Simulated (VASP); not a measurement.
# InSb (Fm-3m) in VASP: notebook

The runs below take InSb through single point, relaxation of cell and atoms, with PBE.

All numbers are computed with VASP 6.6.1; they aren't measurements. Logs are shortened: lines on timing, memory, paths and dates and some standing lists are left out, and cuts for length are marked.

## 1. The cell of the first run

It takes space group Fm-3m (No. 225, cubic). The conventional cell has a = 6.150 Å, b = 6.150 Å, c = 6.150 Å, α = 90.00°, β = 90.00°, γ = 90.00°. Within 4.0 Å of In (site symmetry m-3m) lie 6 Sb at 3.08 Å. Sb (site symmetry m-3m) has 6 In at 3.08 Å within 4.0 Å.

## 2. Single point, PBE

File INCAR:

```
PREC = Accurate
ENCUT = 520
EDIFF = 1E-7
ISMEAR = 0
SIGMA = 0.15
LREAL = False
LASPH = True
NELM = 80
ALGO = Normal
ISIF = 2
LWAVE = False
LCHARG = False
GGA = PE
NBANDS = 36
```

File KPOINTS:

```
Automatic mesh
0
Gamma
  16 16 6
```

File POSCAR:

```
InSb
1.0
    3.0751386619     -3.0751386619      0.0000000000
    3.0751386619      0.0000000000     -3.0751386619
    6.1502773237      6.1502773237      6.1502773237
In Sb
3 3
Direct
    0.3333333333      0.3333333333      0.6666666667
    0.6666666667      0.6666666667      0.3333333333
    1.0000000000      0.0000000000      0.0000000000
    0.6666666667      0.6666666667      0.8333333333
    1.0000000000      0.0000000000      0.5000000000
    0.3333333333      0.3333333333      0.1666666667
```

Potentials or basis: VASP PAW PBE potentials, release 64 (In_d, Sb).

Command:

```sh
cat potpaw_PBE.64/In_d/POTCAR potpaw_PBE.64/Sb/POTCAR > POTCAR
mpirun -np 1 vasp_std > vasp.out
```

OUTCAR:

```text
PREC = Accurate
   ENCUT = 520
   EDIFF = 1E-7
   ISMEAR = 0
   LREAL = False
   LASPH = True
   NELM = 80
   ISIF = 2
   GGA = PE

 ion  position               nearest neighbor table
   1  0.333  0.333  0.667-   4 3.08   4 3.08   4 3.08   5 3.08   5 3.08   5 3.08
   2  0.667  0.667  0.333-   6 3.08   6 3.08   6 3.08   5 3.08   5 3.08   5 3.08
   3  0.000  0.000  0.000-   4 3.08   6 3.08   4 3.08   4 3.08   6 3.08   6 3.08
   4  0.667  0.667  0.833-   1 3.08   1 3.08   1 3.08   3 3.08   3 3.08   3 3.08
   5  0.000  0.000  0.500-   1 3.08   2 3.08   2 3.08   2 3.08   1 3.08   1 3.08
   6  0.333  0.333  0.167-   2 3.08   2 3.08   2 3.08   3 3.08   3 3.08   3 3.08

  LATTYP: Found a hexagonal cell.
 ALAT       =     4.3489028018
 C/A-ratio  =     2.4494897427

  Lattice vectors:

 A1 = (  -3.0751386619,   0.0000000000,   3.0751386619)
 A2 = (   3.0751386619,  -3.0751386619,   0.0000000000)
 A3 = (   6.1502773237,   6.1502773237,   6.1502773237)

Analysis of symmetry for initial positions (statically):
=====================================================================
 Subroutine PRICEL returns following result:

  LATTYP: Found a face centered cubic cell.
 ALAT       =     6.1502773234

  Lattice vectors:

 A1 = (  -3.0751386619,  -3.0751386616,   0.0000000003)
 A2 = (   0.0000000000,  -3.0751386610,   3.0751386628)
 A3 = (  -3.0751386619,   0.0000000000,   3.0751386619)

   3 primitive cells build up your supercell.

 Routine SETGRP: Setting up the symmetry group for a
 hexagonal supercell.

 Subroutine GETGRP returns: Found 12 space group operations
 (whereof 12 operations were pure point group operations)
 out of a pool of 24 trial point group operations.

The static configuration has the point symmetry D_3d.

Analysis of symmetry for dynamics (positions and initial velocities):
=====================================================================
 Subroutine PRICEL returns following result:

  LATTYP: Found a face centered cubic cell.
 ALAT       =     6.1502773234

  Lattice vectors:

 A1 = (  -3.0751386619,  -3.0751386616,   0.0000000003)
 A2 = (   0.0000000000,  -3.0751386610,   3.0751386628)
 A3 = (  -3.0751386619,   0.0000000000,   3.0751386619)

   3 primitive cells build up your supercell.

 Routine SETGRP: Setting up the symmetry group for a
 hexagonal supercell.

 Subroutine GETGRP returns: Found 12 space group operations
 (whereof 12 operations were pure point group operations)
 out of a pool of 24 trial point group operations.

The dynamic configuration has the point symmetry D_3d.

 Subroutine INISYM returns: Found 12 space group operations
 (whereof 12 operations are pure point group operations),
 and found     3 'primitive' translations

----------------------------------------------------------------------------------------

                                     Primitive cell

  volume of cell :      58.1600

  direct lattice vectors                    reciprocal lattice vectors
    -3.075138662 -3.075138662  0.000000000    -0.162594294 -0.162594294 -0.162594294
     0.000000000 -3.075138661  3.075138663     0.162594294 -0.162594294  0.162594294
    -3.075138662  0.000000000  3.075138662    -0.162594294  0.162594294  0.162594294

  length of vectors
     4.348902802  4.348902802  4.348902802     0.281621578  0.281621578  0.281621578

  position of ions in fractional coordinates (direct lattice)
     1.000000000  0.000000000  0.000000000
     0.500000000  0.500000000  0.500000000

  ion indices of the primitive-cell ions
   primitive index   ion index
                 1           1
                 2           5

----------------------------------------------------------------------------------------

 KPOINTS: Automatic mesh

Automatic generation of k-mesh.
 Grid dimensions read from file:
 generate k-points for:   16   16    6

 Generating k-lattice:

  Cartesian coordinates                     Fractional coordinates (reciprocal lattice)
     0.006774762 -0.013549525  0.006774762     0.062500000  0.000000000  0.000000000
     0.006774762  0.006774762 -0.013549525     0.000000000  0.062500000  0.000000000
     0.009033016  0.009033016  0.009033016     0.000000000  0.000000000  0.166666667

  Length of vectors
     0.016594711  0.016594711  0.015645643

  Shift w.r.t. Gamma in fractional coordinates (k-lattice)
     0.000000000  0.000000000  0.000000000

 Subroutine IBZKPT returns following result:
 ===========================================

 Found    162 irreducible k-points:

 Following reciprocal coordinates:
            Coordinates               Weight
  0.000000  0.000000  0.000000      1.000000
  0.062500  0.000000  0.000000      6.000000
  0.125000  0.000000  0.000000      6.000000
  0.187500  0.000000  0.000000      6.000000
  0.250000  0.000000  0.000000      6.000000
  0.312500  0.000000  0.000000      6.000000
[... 16 lines left out ...]
  0.375000  0.187500  0.000000      6.000000
  0.437500  0.187500 -0.000000     12.000000
 [... further k-points ...]
   k-points           NKPTS =    162   k-points in BZ     NKDIM =    162   number of bands    NBANDS=     36
   number of dos      NEDOS =    301   number of ions     NIONS =      6
   total plane-waves  NPLWV =  81920
   dimension x,y,z NGX =    32 NGY =   32 NGZ =   80
   dimension x,y,z NGXF=    64 NGYF=   64 NGZF=  160
   ions per type =               3   3
   NGX,Y,Z   is equivalent  to a cutoff of  12.23, 12.23, 12.48 a.u.
   NGXF,Y,Z  is equivalent  to a cutoff of  24.47, 24.47, 24.97 a.u.
 SYSTEM =  unknown system
   PREC   = accura    normal or accurate (medium, high low for compatibility)
   ISTART =      0    job   : 0-new  1-cont  2-samecut
   ICHARG =      2    charge: 1-file 2-atom 10-const
   ISPIN  =      1    spin polarized calculation?
   LNONCOLLINEAR =      F non collinear calculations
   LSORBIT =      F    spin-orbit coupling
   LASPH  =      T    aspherical Exc in radial PAW
   ENCUT  =  520.0 eV  38.22 Ry    6.18 a.u.   8.09  8.09 19.81*2*pi/ulx,y,z
   NELM   =     80;   NELMIN=  2; NELMDL= -5     # of ELM steps
   EDIFF  = 0.1E-06   stopping-criterion for ELM
   LREAL  =      F    real-space projection
   EDIFFG = 0.1E-05   stopping-criterion for IOM
   NSW    =      0    number of steps for IOM
   IBRION =     -1    ionic relax: 0-MD 1-quasi-New 2-CG
   NFREE  =      0    steps in history (QN), initial steepest desc. (CG)
   ISIF   =      2    stress and relaxation
   ISYM   =      2    0-nonsym 1-usesym 2-fastsym
   POTIM  = 0.5000    time-step for ionic-motion
   TEBEG  =    0.0;   TEEND  =   0.0 temperature during run
   PSTRESS=    0.0 pullay stress
   NELECT =      54.0000    total number of electrons
   NUPDOWN=      -1.0000    fix difference up-down
   EMIN   =  10.00;   EMAX   =-10.00  energy-range for DOS
   EFERMI =   0.00;   METHOD = LEGACY
   ISMEAR =     0;   SIGMA  =   0.15  broadening in eV -4-tet -1-fermi 0-gaus
   EFERMI_NEDOS =   21; number of points for ismear=-14 and -15
   IALGO  =     38    algorithm
   IMIX   =      4    mixing-type and parameters
     AMIX     =   0.40;   BMIX     =  1.00
     AMIX_MAG =   1.60;   BMIX_MAG =  1.00
  volume/ion in A,a.u.               =      29.08       196.24
  Fermi-wavevector in a.u.,A,eV,Ry     =   1.107365  2.092617 16.684256  1.226258
  Thomas-Fermi vector in A             =   2.243879
   LORBIT       =      0    0 simple, 1 ext, 2 COOP (PROOUT), +10 PAW based schemes
   GGA     = PE    functional components
   LHFCALC =     F    Hartree Fock is set to
   AEXX    =    0.0000 exact exchange contribution
   IVDW    =     0    specifies the selected vdW correction
   LEPSILON=     F    determine dielectric tensor
   LRPA    =     F    only Hartree local field effects (RPA)
 non-spin polarized calculation
 Gauss-broadening in eV      SIGMA  =   0.15
  energy-cutoff  :      520.00
  volume of cell :      174.48
 maximum number of plane-waves:      4732
   NGX = 17   NGY = 17   NGZ = 39

 number of electron      54.0000003 magnetization

 Free energy of the ion-electron system (eV)
  ---------------------------------------------------
  ext. energy  EPLUGINS =         0.00000000
  ---------------------------------------------------
  free energy    TOTEN  =       -20.00920560 eV

  energy without entropy =      -19.96609676  energy(sigma->0) =      -19.98765118

 E-fermi :   6.5703     XC(G=0):  -9.7015

 val. band max:        6.5694343818   @ k =   0.3125   0.3750   0.3333
 cond. band min:       6.5751016741   @ k =   0.3750   0.0625  -0.0000
 fundamental gap:      0.0056672924
 Fermi energy:         6.5703069056

 k-point     1 :       0.0000    0.0000    0.0000
  band No.  band energies     occupation
      1      -7.8686      2.00000
      2      -7.8686      2.00000
      3      -7.8686      2.00000
      4      -7.8686      2.00000
      5      -7.8465      2.00000
      6      -7.8465      2.00000
[... 28 lines left out ...]
     35      10.2122      0.00000
     36      10.2122      0.00000

 k-point     2 :       0.0625    0.0000    0.0000
  band No.  band energies     occupation
      1      -7.8748      2.00000
      2      -7.8711      2.00000
      3      -7.8678      2.00000
      4      -7.8643      2.00000
      5      -7.8481      2.00000
      6      -7.8468      2.00000
[... 28 lines left out ...]
     35      10.7836      0.00000
     36      11.0945      0.00000

 k-point     3 :       0.1250    0.0000    0.0000
  band No.  band energies     occupation
      1      -7.8866      2.00000
      2      -7.8718      2.00000
      3      -7.8714      2.00000
      4      -7.8582      2.00000
      5      -7.8524      2.00000
      6      -7.8476      2.00000
[... 28 lines left out ...]
     35      11.2298      0.00000
     36      11.5957      0.00000

 k-point     4 :       0.1875    0.0000    0.0000
  band No.  band energies     occupation
      1      -7.9032      2.00000
      2      -7.8779      2.00000
      3      -7.8715      2.00000
      4      -7.8592      2.00000
      5      -7.8510      2.00000
      6      -7.8492      2.00000
[... 28 lines left out ...]
     35      11.6572      0.00000
     36      11.6628      0.00000

 k-point     5 :       0.2500    0.0000    0.0000
  band No.  band energies     occupation
      1      -7.9222      2.00000
      2      -7.8858      2.00000
      3      -7.8705      2.00000
      4      -7.8680      2.00000
      5      -7.8518      2.00000
      6      -7.8437      2.00000
[... 655 lines left out ...]
 k-point    22 :      -0.4375    0.1250   -0.0000
  band No.  band energies     occupation
      1      -7.9622      2.00000
      2      -7.9006      2.00000
      3      -7.9006      2.00000
      4      -7.8655      2.00000
      5      -7.8655      2.00000
      6      -7.8342      2.00000
[... 28 lines left out ...]
     35      11.6820      0.00000
     36      12.8995      0.00000

 k-point    23 :       0.3750    0.1875    0.0000
  band No.  band energies     occupation
      1      -7.9207      2.00000
      2      -7.9207      2.00000
      3      -7.8690      2.00000
      4      -7.8656      2.00000
      5      -7.8516      2.00000
      6      -7.8516      2.00000
[... 28 lines left out ...]
     35      11.5970      0.00000
     36      11.5970      0.00000

 k-point    24 :       0.4375    0.1875   -0.0000
  band No.  band energies     occupation
      1      -7.9351      2.00000
      2      -7.9203      2.00000
      3      -7.8770      2.00000
      4      -7.8690      2.00000
      5      -7.8553      2.00000
      6      -7.8463      2.00000
[... 28 lines left out ...]
     35      11.5107      0.00000
     36      12.0703      0.00000

 [... further k-points ...]

------------------------ aborting loop because EDIFF is reached ----------------------------------------

  FORCE on cell =-STRESS in cart. coord.  units (eV):
  Direction    XX          YY          ZZ          XY          YZ          ZX
  --------------------------------------------------------------------------------------
  -------------------------------------------------------------------------------------
  Total       -0.0942141     -0.0942141     -0.0942141      0.0244872      0.0244872      0.0244872
  in kB       -0.8651292     -0.8651292     -0.8651292      0.2248558      0.2248558      0.2248558
  external PRESSURE =      -0.8651292 kB  Pullay stress =       0.0000000 kB

 VOLUME and BASIS-vectors are now :
 -----------------------------------------------------------------------------
  energy-cutoff  :      520.00
  volume of cell :      174.48
      direct lattice vectors                 reciprocal lattice vectors
     3.075138662 -3.075138662  0.000000000     0.108396196 -0.216792392  0.108396196
     3.075138662  0.000000000 -3.075138662     0.108396196  0.108396196 -0.216792392
     6.150277324  6.150277324  6.150277324     0.054198098  0.054198098  0.054198098

 POSITION                                       TOTAL-FORCE (eV/Angst)
 -----------------------------------------------------------------------------------
      6.15028      3.07514      3.07514        -0.000000      0.000000      0.000000
      6.15028     -0.00000     -0.00000         0.000000      0.000000      0.000000
      0.00000      0.00000      0.00000         0.000000     -0.000000     -0.000000
      9.22542      3.07514      3.07514        -0.000000     -0.000000      0.000000
      3.07514      3.07514      3.07514        -0.000000      0.000000      0.000000
      3.07514      0.00000      0.00000        -0.000000      0.000000      0.000000
 -----------------------------------------------------------------------------------
    total drift:                               -0.000000     -0.000000     -0.000000

  FREE ENERGIE OF THE ION-ELECTRON SYSTEM (eV)
  ---------------------------------------------------
  free  energy   TOTEN  =       -20.0092055993 eV

  energy  without entropy=      -19.9660967645  energy(sigma->0) =      -19.98765118
```

Run time: 7.3 min. Hardware: 1 thread of AMD EPYC 9R45 (Zen 5), shared host; peak memory 0.82 GiB.

What came out:

- Free energy: -20.0092 eV
- Pressure: -0.1 GPa
- Band gap on the k mesh: zero (bands 27 and 28 overlap by 1.71 eV)

Caveat: spin-orbit coupling is left out, which moves the levels of the heavy elements.

[end of part 1 of 2]
